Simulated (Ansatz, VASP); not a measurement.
This is a calculation of Ru for Ansatz 0.2.0.

Contents of input.yaml:

```yaml
crystal:
  lattice:
    - [2.7058, 0.0, 0.0]
    - [-1.3529, 2.3432915376, 0.0]
    - [0.0, 0.0, 4.2819]
  atoms:
    - { symbol: Ru, position: [0.6666666667, 0.3333333333, 0.75] }
    - { symbol: Ru, position: [0.3333333333, 0.6666666667, 0.25] }
kpoints:
  mp_grid: { grid: [6, 6, 3] }
scf:
  occupations: { method: fermi_dirac, width: 0.04 }
hamiltonian:
  xc: pbe
  pseudopotentials: { kind: all_electron, lapw: { basis_error: 0.002 } }
output:
  forces: true
  stress: true
  eigenvalues: true
```

Potentials or basis: all-electron LAPW, scalar-relativistic.

Run with:

```sh
$ ansatz run input.yaml --threads 1 --pin off --max-ram 3072MiB --backend cpu --events-out ev --progress --plain --runs-dir out
```

Set up the same calculation for VASP 6.6.1. Potentials there: VASP PAW PBE potentials, release 64 (Ru_pv).

As run (the cutoff follows the program's own potentials):

Contents of INCAR:

```
  PREC = Accurate
  ENCUT = 520
  EDIFF = 1E-6
  ISMEAR = -1
  SIGMA = 0.04
  LREAL = F
  LASPH = T
  NELM = 60
  ALGO = Fast
  ISIF = 2
  LWAVE = F
  LCHARG = F
  GGA = PE
  NBANDS = 21
```

Contents of KPOINTS:

```
Automatic mesh
0
Gamma
  6 6 3
```

POSCAR

```
Ru
1.0
    2.7058000000      0.0000000000      0.0000000000
   -1.3529000000      2.3432915376      0.0000000000
    0.0000000000      0.0000000000      4.2819000000
Ru
2
Direct
    0.6666666667      0.3333333333      0.7500000000
    0.3333333333      0.6666666667      0.2500000000
```

Potentials or basis: VASP PAW PBE potentials, release 64 (Ru_pv).

Launch:

```console
$ cat potpaw_PBE.64/Ru_pv/POTCAR > POTCAR
$ mpirun -np 1 vasp_std > vasp.out
```

Both were run:

|  | VASP | Ansatz | Ansatz less VASP |
| --- | --- | --- | --- |
| gap on the k mesh at the Fermi level (eV) | none | none | - |
| pressure (GPa) | 5.2 | 5.2 | +0.01 |
| traceless stress, the component that is largest in VASP (GPa) | -3.64 | -3.68 | -0.044 |

A gap of «none» marks a metal or a gap that the smearing closes. Ansatz ran all-electron here, and VASP with PAW potentials.

The k mesh is coarse, so the values compare programs but aren't converged. Noted on Ansatz's run: the k mesh is thin for a metal, which can move the energy by tens of meV per atom.
